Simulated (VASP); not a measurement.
# CsB3H2 (R-3m) in VASP: a series of runs

CsB3H2 is run at these levels: PBE; tasks: single point.

All numbers are computed with VASP 6.6.1; they aren't measurements. Logs are shortened: lines on timing, memory, paths and dates and some standing lists are left out, and cuts for length are marked.

### Step 1. The cell of the first run

Symmetry: R-3m, No. 166, trigonal system. Conventional cell: a = 6.772 Å, b = 6.772 Å, c = 8.293 Å, α = 90.00°, β = 90.00°, γ = 120.00°. Cs (site symmetry -3m) has 2 H at 2.07 Å within 2.7 Å. B (site symmetry 2/m) has 2 H at 2.07 Å within 2.7 Å. Within 2.7 Å of H (site symmetry 3m) lie 1 Cs at 2.07 Å and 3 B at 2.07 Å.

### Step 2. Single point, PBE

The input, INCAR:

```
ALGO = Normal ; EDIFF = 1E-6
ENCUT = 520 ; GGA = PE
ISIF = 2 ; ISMEAR = 0
LASPH = T ; LCHARG = T
LELF = T ; LREAL = F
LVHAR = T ; LWAVE = F
NBANDS = 19 ; NELM = 60
PREC = Accurate ; SIGMA = 0.1
```

The input, KPOINTS:

```
k-points
0
Gamma
  4 4 4
```

The input, POSCAR:

```
CsB3H2
1.0
    3.3858072000      1.9547967000      2.7645000000
   -3.3858072000      1.9547967000      2.7645000000
    0.0000000000     -3.9095933900      2.7645000000
Cs B H
1 3 2
Direct
    0.5000000000      0.5000000000      0.5000000000
    0.0000000000      0.5000000000      0.0000000000
    0.5000000000      0.0000000000      0.0000000000
    0.0000000000      0.0000000000      0.5000000000
    0.7500000000      0.7500000000      0.7500000000
    0.2500000000      0.2500000000      0.2500000000
```

Potentials or basis: VASP PAW PBE potentials, release 64 (Cs_sv, B, H).

Run with:

```
cat potpaw_PBE.64/Cs_sv/POTCAR potpaw_PBE.64/B/POTCAR potpaw_PBE.64/H/POTCAR > POTCAR
mpirun -np 1 vasp_std > vasp.out
```

OUTCAR:

```text
EDIFF = 1E-6
   ENCUT = 520
   GGA = PE
   ISIF = 2
   ISMEAR = 0
   LASPH = T
   LREAL = F
   NELM = 60
   PREC = Accurate

 ion  position               nearest neighbor table
   1  0.500  0.500  0.500-
   2  0.000  0.500  0.000-
   3  0.500  0.000  0.000-
   4  0.000  0.000  0.500-
   5  0.750  0.750  0.750-
   6  0.250  0.250  0.250-

  LATTYP: Found a simple cubic cell.
 ALAT       =     4.7882544611

  Lattice vectors:

 A1 = (   3.3858072000,   1.9547967000,   2.7645000000)
 A2 = (  -3.3858072000,   1.9547967000,   2.7645000000)
 A3 = (   0.0000000000,  -3.9095933900,   2.7645000000)

Analysis of symmetry for initial positions (statically):
=====================================================================
 Subroutine PRICEL returns:
 Original cell was already a primitive cell.

 Routine SETGRP: Setting up the symmetry group for a
 simple cubic supercell.

 Subroutine GETGRP returns: Found 12 space group operations
 (whereof 12 operations were pure point group operations)
 out of a pool of 48 trial point group operations.

The static configuration has the point symmetry D_3d.

Analysis of symmetry for dynamics (positions and initial velocities):
=====================================================================
 Subroutine PRICEL returns:
 Original cell was already a primitive cell.

 Routine SETGRP: Setting up the symmetry group for a
 simple cubic supercell.

 Subroutine GETGRP returns: Found 12 space group operations
 (whereof 12 operations were pure point group operations)
 out of a pool of 48 trial point group operations.

The dynamic configuration has the point symmetry D_3d.

 Subroutine INISYM returns: Found 12 space group operations
 (whereof 12 operations are pure point group operations),
 and found     1 'primitive' translations

----------------------------------------------------------------------------------------

                                     Primitive cell

  volume of cell :     109.7821

  direct lattice vectors                    reciprocal lattice vectors
     3.385807200  1.954796700  2.764500000     0.147675272  0.085260358  0.120576355
    -3.385807200  1.954796700  2.764500000    -0.147675272  0.085260358  0.120576355
     0.000000000 -3.909593390  2.764500000     0.000000000 -0.170520717  0.120576355

  length of vectors
     4.788254461  4.788254461  4.788254455     0.208844373  0.208844373  0.208844373

  position of ions in fractional coordinates (direct lattice)
     0.500000000  0.500000000  0.500000000
     1.000000000  0.500000000  0.000000000
     0.500000000  1.000000000  0.000000000
     1.000000000  1.000000000  0.500000000
     0.750000000  0.750000000  0.750000000
     0.250000000  0.250000000  0.250000000

  ion indices of the primitive-cell ions
   primitive index   ion index
                 1           1
                 2           2
                 3           3
                 4           4
                 5           5
                 6           6

----------------------------------------------------------------------------------------

 KPOINTS: k-points

Automatic generation of k-mesh.
 Grid dimensions read from file:
 generate k-points for:    4    4    4

 Generating k-lattice:

  Cartesian coordinates                     Fractional coordinates (reciprocal lattice)
     0.036918818  0.021315090  0.030144089     0.250000000 -0.000000000 -0.000000000
    -0.036918818  0.021315090  0.030144089    -0.000000000  0.250000000 -0.000000000
     0.000000000 -0.042630179  0.030144089     0.000000000  0.000000000  0.250000000

  Length of vectors
     0.052211093  0.052211093  0.052211093

  Shift w.r.t. Gamma in fractional coordinates (k-lattice)
     0.000000000  0.000000000  0.000000000

 Subroutine IBZKPT returns following result:
 ===========================================

 Found     13 irreducible k-points:

 Following reciprocal coordinates:
            Coordinates               Weight
  0.000000  0.000000  0.000000      1.000000
  0.250000  0.000000 -0.000000      6.000000
  0.500000  0.000000 -0.000000      3.000000
  0.250000  0.250000 -0.000000      6.000000
 -0.250000  0.250000  0.000000      6.000000
  0.500000  0.250000 -0.000000     12.000000
  0.500000  0.500000 -0.000000      3.000000
  0.250000  0.250000  0.250000      2.000000
 -0.250000  0.250000  0.250000      6.000000
  0.500000  0.250000  0.250000      6.000000
 -0.250000  0.500000  0.250000      6.000000
  0.500000  0.500000  0.250000      6.000000
  0.500000  0.500000  0.500000      1.000000
   k-points           NKPTS =     13   k-points in BZ     NKDIM =     13   number of bands    NBANDS=     19
   number of dos      NEDOS =    301   number of ions     NIONS =      6
   total plane-waves  NPLWV =  46656
   dimension x,y,z NGX =    36 NGY =   36 NGZ =   36
   dimension x,y,z NGXF=    72 NGYF=   72 NGZF=   72
   ions per type =               1   3   2
   NGX,Y,Z   is equivalent  to a cutoff of  12.50, 12.50, 12.50 a.u.
   NGXF,Y,Z  is equivalent  to a cutoff of  25.00, 25.00, 25.00 a.u.
 SYSTEM =  unknown system
   PREC   = accura    normal or accurate (medium, high low for compatibility)
   ISTART =      0    job   : 0-new  1-cont  2-samecut
   ICHARG =      2    charge: 1-file 2-atom 10-const
   ISPIN  =      1    spin polarized calculation?
   LNONCOLLINEAR =      F non collinear calculations
   LSORBIT =      F    spin-orbit coupling
   LASPH  =      T    aspherical Exc in radial PAW
   ENCUT  =  520.0 eV  38.22 Ry    6.18 a.u.   8.90  8.90  8.90*2*pi/ulx,y,z
   NELM   =     60;   NELMIN=  2; NELMDL= -5     # of ELM steps
   EDIFF  = 0.1E-05   stopping-criterion for ELM
   LREAL  =      F    real-space projection
   EDIFFG = 0.1E-04   stopping-criterion for IOM
   NSW    =      0    number of steps for IOM
   IBRION =     -1    ionic relax: 0-MD 1-quasi-New 2-CG
   NFREE  =      0    steps in history (QN), initial steepest desc. (CG)
   ISIF   =      2    stress and relaxation
   ISYM   =      2    0-nonsym 1-usesym 2-fastsym
   POTIM  = 0.5000    time-step for ionic-motion
   TEBEG  =    0.0;   TEEND  =   0.0 temperature during run
   PSTRESS=    0.0 pullay stress
   NELECT =      20.0000    total number of electrons
   NUPDOWN=      -1.0000    fix difference up-down
   EMIN   =  10.00;   EMAX   =-10.00  energy-range for DOS
   EFERMI =   0.00;   METHOD = LEGACY
   ISMEAR =     0;   SIGMA  =   0.10  broadening in eV -4-tet -1-fermi 0-gaus
   EFERMI_NEDOS =   21; number of points for ismear=-14 and -15
   IALGO  =     38    algorithm
   IMIX   =      4    mixing-type and parameters
     AMIX     =   0.40;   BMIX     =  1.00
     AMIX_MAG =   1.60;   BMIX_MAG =  1.00
  volume/ion in A,a.u.               =      18.30       123.47
  Fermi-wavevector in a.u.,A,eV,Ry     =   0.928056  1.753772 11.718539  0.861288
  Thomas-Fermi vector in A             =   2.054192
   LORBIT       =      0    0 simple, 1 ext, 2 COOP (PROOUT), +10 PAW based schemes
   GGA     = PE    functional components
   LHFCALC =     F    Hartree Fock is set to
   AEXX    =    0.0000 exact exchange contribution
   IVDW    =     0    specifies the selected vdW correction
   LEPSILON=     F    determine dielectric tensor
   LRPA    =     F    only Hartree local field effects (RPA)
 non-spin polarized calculation
 Gauss-broadening in eV      SIGMA  =   0.10
  energy-cutoff  :      520.00
  volume of cell :      109.78
 maximum number of plane-waves:      3016
   NGX = 17   NGY = 17   NGZ = 17

 number of electron      19.9999997 magnetization

 Free energy of the ion-electron system (eV)
  ---------------------------------------------------
  ext. energy  EPLUGINS =         0.00000000
  ---------------------------------------------------
  free energy    TOTEN  =       -12.68383836 eV

  energy without entropy =      -12.66429248  energy(sigma->0) =      -12.67406542

 E-fermi :   0.8154     XC(G=0):  -8.4793

 val. band max:        0.7646575427   @ k =   0.5000   0.2500  -0.0000
 cond. band min:       0.8370443140   @ k =   0.5000   0.5000   0.5000
 fundamental gap:      0.0723867713
 Fermi energy:         0.8153981977

 k-point     1 :       0.0000    0.0000    0.0000
  band No.  band energies     occupation
      1     -20.4005      2.00000
      2      -8.4777      2.00000
      3      -7.2145      2.00000
      4      -7.2145      2.00000
      5      -6.7776      2.00000
      6      -3.2950      2.00000
[... 11 lines left out ...]
     18       5.5043      0.00000
     19       5.5043      0.00000

 k-point     2 :       0.2500    0.0000   -0.0000
  band No.  band energies     occupation
      1     -20.3905      2.00000
      2      -8.6916      2.00000
      3      -7.4879      2.00000
      4      -7.1777      2.00000
      5      -6.0566      2.00000
      6      -3.7315      2.00000
[... 11 lines left out ...]
     18       6.2400      0.00000
     19       6.5129      0.00000

 k-point     3 :       0.5000    0.0000   -0.0000
  band No.  band energies     occupation
      1     -20.3803      2.00000
      2      -8.9039      2.00000
      3      -7.5176      2.00000
      4      -7.1400      2.00000
      5      -5.3133      2.00000
      6      -4.4604      2.00000
[... 11 lines left out ...]
     18       5.1979      0.00000
     19       7.5503      0.00000

 k-point     4 :       0.2500    0.2500   -0.0000
  band No.  band energies     occupation
      1     -20.3806      2.00000
      2      -8.8257      2.00000
      3      -7.4926      2.00000
      4      -7.2756      2.00000
      5      -5.3862      2.00000
      6      -4.1841      2.00000
[... 11 lines left out ...]
     18       6.3682      0.00000
     19       7.0147      0.00000

 k-point     5 :      -0.2500    0.2500    0.0000
  band No.  band energies     occupation
      1     -20.3807      2.00000
      2      -8.6617      2.00000
      3      -7.7629      2.00000
      4      -7.2315      2.00000
      5      -5.6816      2.00000
      6      -3.7236      2.00000
[... 11 lines left out ...]
     18       6.3754      0.00000
     19       6.9111      0.00000

 k-point     6 :       0.5000    0.2500   -0.0000
  band No.  band energies     occupation
      1     -20.3708      2.00000
      2      -8.8589      2.00000
      3      -7.6677      2.00000
      4      -7.2204      2.00000
      5      -5.1102      2.00000
      6      -4.4142      2.00000
[... 11 lines left out ...]
     18       5.4100      0.00000
     19       7.9237      0.00000

 k-point     7 :       0.5000    0.5000   -0.0000
  band No.  band energies     occupation
      1     -20.3613      2.00000
      2      -8.8552      2.00000
      3      -7.7411      2.00000
      4      -7.2073      2.00000
      5      -5.4449      2.00000
      6      -3.9455      2.00000
[... 11 lines left out ...]
     18       5.4613      0.00000
     19       7.8086      0.00000

 k-point     8 :       0.2500    0.2500    0.2500
  band No.  band energies     occupation
      1     -20.3710      2.00000
      2      -8.8990      2.00000
      3      -7.4175      2.00000
      4      -7.4175      2.00000
      5      -4.8996      2.00000
      6      -3.8226      2.00000
[... 11 lines left out ...]
     18       5.7767      0.00000
     19       7.1377      0.00000

 k-point     9 :      -0.2500    0.2500    0.2500
  band No.  band energies     occupation
      1     -20.3712      2.00000
      2      -8.7024      2.00000
      3      -7.6750      2.00000
      4      -7.4145      2.00000
      5      -5.4080      2.00000
      6      -4.1469      2.00000
[... 11 lines left out ...]
     18       6.1210      0.00000
     19       6.9859      0.00000

 k-point    10 :       0.5000    0.2500    0.2500
  band No.  band energies     occupation
      1     -20.3615      2.00000
      2      -8.8325      2.00000
      3      -7.6583      2.00000
      4      -7.3332      2.00000
      5      -5.1966      2.00000
      6      -4.1336      2.00000
[... 11 lines left out ...]
     18       5.6934      0.00000
     19       7.9796      0.00000

 k-point    11 :      -0.2500    0.5000    0.2500
  band No.  band energies     occupation
      1     -20.3616      2.00000
      2      -8.7801      2.00000
      3      -7.5693      2.00000
      4      -7.4817      2.00000
      5      -5.1807      2.00000
      6      -4.4979      2.00000
[... 11 lines left out ...]
     18       5.9290      0.00000
     19       8.0211      0.00000

 k-point    12 :       0.5000    0.5000    0.2500
  band No.  band energies     occupation
      1     -20.3523      2.00000
      2      -8.7830      2.00000
      3      -7.6343      2.00000
      4      -7.4001      2.00000
      5      -5.4674      2.00000
      6      -4.2713      2.00000
[... 11 lines left out ...]
     18       6.3203      0.00000
     19       8.1164      0.00000

 k-point    13 :       0.5000    0.5000    0.5000
  band No.  band energies     occupation
      1     -20.3433      2.00000
      2      -8.7265      2.00000
      3      -7.5136      2.00000
      4      -7.5136      2.00000
      5      -5.6688      2.00000
      6      -4.2720      2.00000
[... 11 lines left out ...]
     18       7.3367      0.00000
     19       8.0663      0.00000

------------------------ aborting loop because EDIFF is reached ----------------------------------------

  FORCE on cell =-STRESS in cart. coord.  units (eV):
  Direction    XX          YY          ZZ          XY          YZ          ZX
  --------------------------------------------------------------------------------------
  -------------------------------------------------------------------------------------
  Total       -5.4374543     -5.4374543      3.7026403      0.0000000      0.0000000     -0.0000000
  in kB      -79.3550436    -79.3550435     54.0369025      0.0000000      0.0000001     -0.0000000
  external PRESSURE =     -34.8910615 kB  Pullay stress =       0.0000000 kB

 VOLUME and BASIS-vectors are now :
 -----------------------------------------------------------------------------
  energy-cutoff  :      520.00
  volume of cell :      109.78
      direct lattice vectors                 reciprocal lattice vectors
     3.385807200  1.954796700  2.764500000     0.147675272  0.085260358  0.120576355
    -3.385807200  1.954796700  2.764500000    -0.147675272  0.085260358  0.120576355
     0.000000000 -3.909593390  2.764500000     0.000000000 -0.170520717  0.120576355

 POSITION                                       TOTAL-FORCE (eV/Angst)
 -----------------------------------------------------------------------------------
      0.00000      0.00000      4.14675        -0.000000      0.000000     -0.000000
     -1.69290      0.97740      1.38225        -0.000000      0.000000     -0.000000
      1.69290      0.97740      1.38225         0.000000      0.000000     -0.000000
      0.00000     -1.95480      1.38225         0.000000      0.000000     -0.000000
      0.00000      0.00000      6.22012        -0.000000      0.000000      2.590652
      0.00000      0.00000      2.07337        -0.000000     -0.000000     -2.590652
 -----------------------------------------------------------------------------------
    total drift:                               -0.000000     -0.000000      0.000000

  FREE ENERGIE OF THE ION-ELECTRON SYSTEM (eV)
  ---------------------------------------------------
  free  energy   TOTEN  =       -12.6838383604 eV

  energy  without entropy=      -12.6642924804  energy(sigma->0) =      -12.67406542
```

It took 36 s on 1 thread of Intel Xeon Platinum 8375C at 2.90GHz (Ice Lake), shared host; peak memory 0.21 GiB.

What came out:

- Free energy: -12.6838 eV
- Pressure: -3.5 GPa
- Largest force: 2.591 eV/Å
- Band gap on the k mesh: zero (bands 10 and 11 overlap by 0.39 eV)

Forces in eV/Å, atoms in the order of the input:
```
Cs   0.000  0.000  0.000
B    0.000  0.000  0.000
B    0.000  0.000  0.000
B    0.000  0.000  0.000
H    0.000  0.000  2.591
H    0.000  0.000 -2.591
```

Stress tensor (GPa, compression positive):
```
-7.94  0.00  0.00
 0.00 -7.94  0.00
 0.00  0.00  5.40
```

Caveat: the stress differs along the axes, from -8 to 5 GPa; spin-orbit coupling is left out, which moves the levels of the heavy elements; forces of over 1 eV/Å act on the atoms, so gaps and moduli don't describe the material at rest.

[end of part 1 of 2]

The gap in the log of VASP goes by the Fermi energy; the results here count the filled bands.